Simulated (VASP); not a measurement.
# SrTiO3 (I4/mcm) in VASP: single point with PBE

Aim: the single point of SrTiO3 with PBE.

All numbers are computed with VASP 6.6.1; they aren't measurements. Logs are shortened: lines on timing, memory, paths and dates and some standing lists are left out, and cuts for length are marked.

### Step 1. The cell of the first run

The structure is tetragonal, space group I4/mcm (No. 140). The conventional cell has a = 5.518 Å, b = 5.518 Å, c = 7.827 Å, α = 90.00°, β = 90.00°, γ = 90.00°. Sr (site symmetry -42m) has 12 O at 2.67 to 2.86 Å and 8 Ti at 3.38 Å within 3.5 Å. Within 2.6 Å of Ti (site symmetry 4/m) lie 6 O at 1.96 Å. Within 2.9 Å of O (site symmetry m2m) lie 2 Ti at 1.96 Å and 4 Sr at 2.67 to 2.86 Å and 8 O at 2.77 Å. O (site symmetry 422) has 2 Ti at 1.96 Å within 2.6 Å.

### Step 2. Single point, PBE, non-collinear spin, zero start, spin-orbit coupling

Input file INCAR:

```
SYSTEM = SrTiO3
PREC = Accurate
ENCUT = 520
EDIFF = 1E-6
ISMEAR = 0
SIGMA = 0.01
LREAL = .FALSE.
LASPH = .TRUE.
NELM = 150
ALGO = Normal
ISIF = 2
LWAVE = .FALSE.
LCHARG = .TRUE.
LNONCOLLINEAR = .TRUE.
MAGMOM = 0 0 0 0 0 0 0 0 0 0 0 0 0 0 0 0 0 0 0 0 0 0 0 0 0 0 0 0 0 0
LORBIT = 11
LSORBIT = .TRUE.
GGA_COMPAT = .FALSE.
LORBMOM = .TRUE.
LMAXMIX = 4
GGA = PE
LVHAR = .TRUE.
NBANDS = 100
KPAR = 4
```

Input file KPOINTS:

```
regular mesh
0
G
  6 6 6
  0 0 0
```

Input file POSCAR:

```
SrTiO3
1.0
   -2.7589058476      2.7589058476      3.9136114100
    2.7589058476     -2.7589058476      3.9136114100
    2.7589058476      2.7589058476     -3.9136114100
Sr Ti O
2 2 6
Direct
    0.7500000000      0.2500000000      0.5000000000
    0.2500000000      0.7500000000      0.5000000000
    0.0000000000      0.0000000000      0.0000000000
    0.5000000000      0.5000000000      0.0000000000
    0.2330992722      0.7330992722      0.9661985445
    0.7330992722      0.7669007278      0.5000000000
    0.2669007278      0.2330992722      0.5000000000
    0.7500000000      0.7500000000      0.0000000000
    0.7669007278      0.2669007278      0.0338014555
    0.2500000000      0.2500000000      0.0000000000
```

Potentials or basis: VASP PAW PBE potentials, release 64 (Sr_sv, Ti_sv, O).

Started as:

```bash
$ cat potpaw_PBE.64/Sr_sv/POTCAR potpaw_PBE.64/Ti_sv/POTCAR potpaw_PBE.64/O/POTCAR > POTCAR
$ mpirun -np 4 vasp_ncl > vasp.out
```

OUTCAR:

```text
SYSTEM = SrTiO3
   PREC = Accurate
   ENCUT = 520
   EDIFF = 1E-6
   ISMEAR = 0
   LREAL = .FALSE.
   LASPH = .TRUE.
   NELM = 150
   ISIF = 2
   LNONCOLLINEAR = .TRUE.
   LORBIT = 11
   LSORBIT = .TRUE.
   GGA = PE

 ion  position               nearest neighbor table
   1  0.750  0.250  0.500-   5 2.67   6 2.67   7 2.67   9 2.67   8 2.76  10 2.76   8 2.76  10 2.76
                             9 2.86   5 2.86   7 2.86   6 2.86   3 3.38   3 3.38   4 3.38   4 3.38
   2  0.250  0.750  0.500-   9 2.67   7 2.67   6 2.67   5 2.67   8 2.76  10 2.76  10 2.76   8 2.76
                             5 2.86   9 2.86   6 2.86   7 2.86   4 3.38   3 3.38   4 3.38   3 3.38
   3  0.000  0.000  0.000-   5 1.96   9 1.96   7 1.96   6 1.96  10 1.96   8 1.96   1 3.38   2 3.38
                             1 3.38   1 3.38   2 3.38   2 3.38   1 3.38   2 3.38
   4  0.500  0.500  0.000-   5 1.96   9 1.96   6 1.96   7 1.96  10 1.96   8 1.96   1 3.38   2 3.38
                             2 3.38   1 3.38   2 3.38   1 3.38   2 3.38   1 3.38
   5  0.233  0.733  0.966-   3 1.96   4 1.96   1 2.67   2 2.67   2 2.86   1 2.86
   6  0.733  0.767  0.500-   3 1.96   4 1.96   1 2.67   2 2.67   2 2.86   1 2.86
   7  0.267  0.233  0.500-   4 1.96   3 1.96   1 2.67   2 2.67   2 2.86   1 2.86
   8  0.750  0.750  0.000-   3 1.96   4 1.96   1 2.76   2 2.76   1 2.76   2 2.76
   9  0.767  0.267  0.034-   3 1.96   4 1.96   2 2.67   1 2.67   1 2.86   2 2.86
  10  0.250  0.250  0.000-   3 1.96   4 1.96   1 2.76   2 2.76   2 2.76   1 2.76

  LATTYP: Found a body centered tetragonal cell.
 ALAT       =     5.5178116952
 C/A-ratio  =     1.4185375023

  Lattice vectors:

 A1 = (  -2.7589058476,   2.7589058476,   3.9136114100)
 A2 = (   2.7589058476,  -2.7589058476,   3.9136114100)
 A3 = (   2.7589058476,   2.7589058476,  -3.9136114100)

Analysis of symmetry for initial positions (statically):
=====================================================================
 Subroutine PRICEL returns:
 Original cell was already a primitive cell.

 Routine SETGRP: Setting up the symmetry group for a
 body centered tetragonal supercell.

 Subroutine GETGRP returns: Found 16 space group operations
 (whereof  8 operations were pure point group operations)
 out of a pool of 16 trial point group operations.

The static configuration has the point symmetry C_4h.
 The point group associated with its full space group is D_4h.

Analysis of symmetry for dynamics (positions and initial velocities):
=====================================================================
 Subroutine PRICEL returns:
 Original cell was already a primitive cell.

 Routine SETGRP: Setting up the symmetry group for a
 body centered tetragonal supercell.

 Subroutine GETGRP returns: Found 16 space group operations
 (whereof  8 operations were pure point group operations)
 out of a pool of 16 trial point group operations.

The dynamic configuration has the point symmetry C_4h.
 The point group associated with its full space group is D_4h.

Analysis of structural, dynamic, and magnetic symmetry:
=====================================================================
 Subroutine PRICEL returns:
 Original cell was already a primitive cell.

 Routine SETGRP: Setting up the symmetry group for a
 body centered tetragonal supercell.

 Subroutine GETGRP returns: Found 16 space group operations
 (whereof  8 operations were pure point group operations)
 out of a pool of 16 trial point group operations.

The overall configuration has the point symmetry C_4h.
 The point group associated with its full space group is D_4h.

 Subroutine INISYM returns: Found 16 space group operations
 (whereof  8 operations are pure point group operations),
 and found     1 'primitive' translations

----------------------------------------------------------------------------------------

                                     Primitive cell

  volume of cell :     119.1548

  direct lattice vectors                    reciprocal lattice vectors
    -2.758905848  2.758905848  3.913611410     0.000000000  0.181231266  0.127759235
     2.758905848 -2.758905848  3.913611410     0.181231266  0.000000000  0.127759235
     2.758905848  2.758905848 -3.913611410     0.181231266  0.181231266  0.000000000

  length of vectors
     5.526253452  5.526253452  5.526253452     0.221736767  0.221736767  0.256299715

  position of ions in fractional coordinates (direct lattice)
     0.750000000  0.250000000  0.500000000
     0.250000000  0.750000000  0.500000000
     0.000000000  0.000000000  0.000000000
     0.500000000  0.500000000  0.000000000
[... 2457 lines left out ...]
     -0.00000      2.75891      1.95681         0.000000      0.000000      0.000000
      2.75891     -0.00000      1.95681         0.000000      0.000000      0.000000
      0.00000      0.00000      0.00000         0.000000      0.000000      0.000000
      0.00000      0.00000      3.91361         0.000000      0.000000      0.000000
      4.04510      1.28620     -0.00000        -0.017367     -0.017367      0.000000
      1.47271      1.28620      3.91361         0.017367     -0.017367      0.000000
      1.28620      1.47271      0.00000        -0.017367      0.017367     -0.000000
      0.00000      0.00000      5.87042         0.000000      0.000000      0.000000
     -1.28620      1.47271      3.91361         0.017367      0.017367     -0.000000
      0.00000      0.00000      1.95681         0.000000      0.000000      0.000000
 -----------------------------------------------------------------------------------
    total drift:                               -0.000000      0.000000      0.000000

  FREE ENERGIE OF THE ION-ELECTRON SYSTEM (eV)
  ---------------------------------------------------
  free  energy   TOTEN  =       -80.3489238302 eV

  energy  without entropy=      -80.3489238302  energy(sigma->0) =      -80.34892383

 orbital moment (x)

 # of ion     p       d       tot
 ----------------------------------------
  1        -0.000  -0.000  -0.000
  2        -0.000  -0.000  -0.000
  3         0.000   0.000   0.000
  4         0.000  -0.000  -0.000
  5        -0.000   0.000  -0.000
  6         0.000   0.000   0.000
  7         0.000   0.000   0.000
  8        -0.000   0.000  -0.000
  9        -0.000   0.000  -0.000
 10        -0.000   0.000  -0.000
 ----------------------------------------
           -0.000  -0.000  -0.000

 orbital moment (y)

 # of ion     p       d       tot
 ----------------------------------------
  1        -0.000   0.000   0.000
  2         0.000   0.000   0.000
  3         0.000   0.000   0.000
  4         0.000   0.000   0.000
  5         0.000   0.000   0.000
  6         0.000   0.000   0.000
  7         0.000   0.000   0.000
  8         0.000   0.000   0.000
  9         0.000   0.000   0.000
 10         0.000   0.000   0.000
 ----------------------------------------
            0.000   0.000   0.000

 orbital moment (z)

 # of ion     p       d       tot
 ----------------------------------------
  1         0.000   0.000   0.000
  2         0.000   0.000   0.000
  3        -0.000  -0.000  -0.000
  4         0.000   0.000   0.000
  5        -0.000   0.000  -0.000
  6         0.000   0.000   0.000
  7         0.000   0.000   0.000
  8        -0.000   0.000  -0.000
  9        -0.000   0.000  -0.000
 10        -0.000   0.000  -0.000
 ----------------------------------------
           -0.000   0.000   0.000

 Spin-Orbit-Coupling matrix elements

 Ion:    1  E_soc:     -0.1742757
 l=   1
     0.0000000    -0.0290284    -0.0290213
    -0.0290284     0.0000000    -0.0290284
    -0.0290213    -0.0290284     0.0000000
 l=   2
     0.0000000    -0.0000039     0.0000000    -0.0000039    -0.0000149
    -0.0000039     0.0000000    -0.0000117    -0.0000046    -0.0000044
     0.0000000    -0.0000117     0.0000000    -0.0000117     0.0000000
    -0.0000039    -0.0000046    -0.0000117     0.0000000    -0.0000044
    -0.0000149    -0.0000044     0.0000000    -0.0000044     0.0000000
 l=   3
     0.0000000     0.0000000     0.0000000     0.0000000     0.0000000     0.0000000     0.0000000
     0.0000000     0.0000000     0.0000000     0.0000000     0.0000000     0.0000000     0.0000000
     0.0000000     0.0000000     0.0000000     0.0000000     0.0000000     0.0000000     0.0000000
     0.0000000     0.0000000     0.0000000     0.0000000     0.0000000     0.0000000     0.0000000
[... 169 lines left out ...]
 l=   2
     0.0000000     0.0000000     0.0000000     0.0000000     0.0000000
     0.0000000     0.0000000     0.0000000     0.0000000     0.0000000
     0.0000000     0.0000000     0.0000000     0.0000000     0.0000000
     0.0000000     0.0000000     0.0000000     0.0000000     0.0000000
     0.0000000     0.0000000     0.0000000     0.0000000     0.0000000
 l=   3
     0.0000000     0.0000000     0.0000000     0.0000000     0.0000000     0.0000000     0.0000000
     0.0000000     0.0000000     0.0000000     0.0000000     0.0000000     0.0000000     0.0000000
     0.0000000     0.0000000     0.0000000     0.0000000     0.0000000     0.0000000     0.0000000
     0.0000000     0.0000000     0.0000000     0.0000000     0.0000000     0.0000000     0.0000000
     0.0000000     0.0000000     0.0000000     0.0000000     0.0000000     0.0000000     0.0000000
     0.0000000     0.0000000     0.0000000     0.0000000     0.0000000     0.0000000     0.0000000
     0.0000000     0.0000000     0.0000000     0.0000000     0.0000000     0.0000000     0.0000000

 total charge

# of ion       s       p       d       tot
------------------------------------------
    1        1.999   5.818   0.206   8.024
    2        1.999   5.818   0.206   8.024
    3        2.230   6.317   1.756  10.302
    4        2.230   6.317   1.756  10.302
    5        1.565   3.493   0.000   5.058
    6        1.565   3.493   0.000   5.058
    7        1.565   3.493   0.000   5.058
    8        1.564   3.491   0.000   5.056
    9        1.565   3.493   0.000   5.058
   10        1.564   3.491   0.000   5.056
--------------------------------------------------
tot         17.845  45.224   3.924  66.994

 magnetization (x)

# of ion       s       p       d       tot
------------------------------------------
    1        0.000   0.000   0.000   0.000
    2        0.000   0.000   0.000   0.000
    3        0.000   0.000  -0.000  -0.000
    4        0.000   0.000   0.000   0.000
    5       -0.000   0.000   0.000   0.000
    6        0.000  -0.000   0.000  -0.000
    7        0.000  -0.000   0.000  -0.000
    8        0.000  -0.000   0.000  -0.000
    9       -0.000   0.000   0.000   0.000
   10        0.000  -0.000   0.000  -0.000
--------------------------------------------------
tot          0.000   0.000   0.000   0.000

 magnetization (y)

# of ion       s       p       d       tot
------------------------------------------
    1       -0.000   0.000   0.000  -0.000
    2       -0.000  -0.000   0.000  -0.000
    3        0.000  -0.000  -0.000  -0.000
    4        0.000   0.000  -0.000  -0.000
    5        0.000  -0.000   0.000  -0.000
    6       -0.000   0.000   0.000   0.000
    7       -0.000   0.000   0.000   0.000
    8        0.000   0.000   0.000   0.000
    9        0.000  -0.000   0.000  -0.000
   10        0.000   0.000   0.000   0.000
--------------------------------------------------
tot         -0.000  -0.000  -0.000  -0.000

 magnetization (z)

# of ion       s       p       d       tot
------------------------------------------
    1        0.000   0.000   0.000   0.000
    2        0.000   0.000   0.000   0.000
    3        0.000   0.000   0.000   0.000
    4       -0.000  -0.000  -0.000  -0.000
    5        0.000   0.000   0.000   0.000
    6        0.000   0.000   0.000   0.000
    7        0.000   0.000   0.000   0.000
    8        0.000   0.000   0.000   0.000
    9        0.000   0.000   0.000   0.000
   10        0.000   0.000   0.000   0.000
--------------------------------------------------
tot         -0.000   0.000  -0.000  -0.000
```

Run time: 6.8 min. Hardware: 4 MPI ranks of Intel Xeon Platinum 8259CL at 2.50GHz (Skylake/Cascade Lake), shared host; peak memory 0.9 GiB.

What came out:

| Property | Result |
| --- | --- |
| Free energy | -80.3489 eV |
| Pressure | 4.7 GPa |
| Largest force | 0.025 eV/Å |
| Net moment | 0.00 μB per cell |
| Valence electrons inside the program's atomic spheres | Sr 8.02; Ti 10.30; O 5.06 |

Forces on the atoms (eV/Å):
```
Sr   0.000  0.000  0.000
Sr   0.000  0.000  0.000
Ti   0.000  0.000  0.000
Ti   0.000  0.000  0.000
O   -0.017 -0.017  0.000
O    0.017 -0.017  0.000
O   -0.017  0.017  0.000
O    0.000  0.000  0.000
O    0.017  0.017  0.000
O    0.000  0.000  0.000
```

Moments on the atoms (μB; x, y, z):
```
Sr  0.00 0.00 0.00
Sr  0.00 0.00 0.00
Ti  0.00 0.00 0.00
Ti  0.00 0.00 0.00
O   0.00 0.00 0.00
O   0.00 0.00 0.00
O   0.00 0.00 0.00
O   0.00 0.00 0.00
O   0.00 0.00 0.00
O   0.00 0.00 0.00
```

Caveat: the cell stands under pressure.
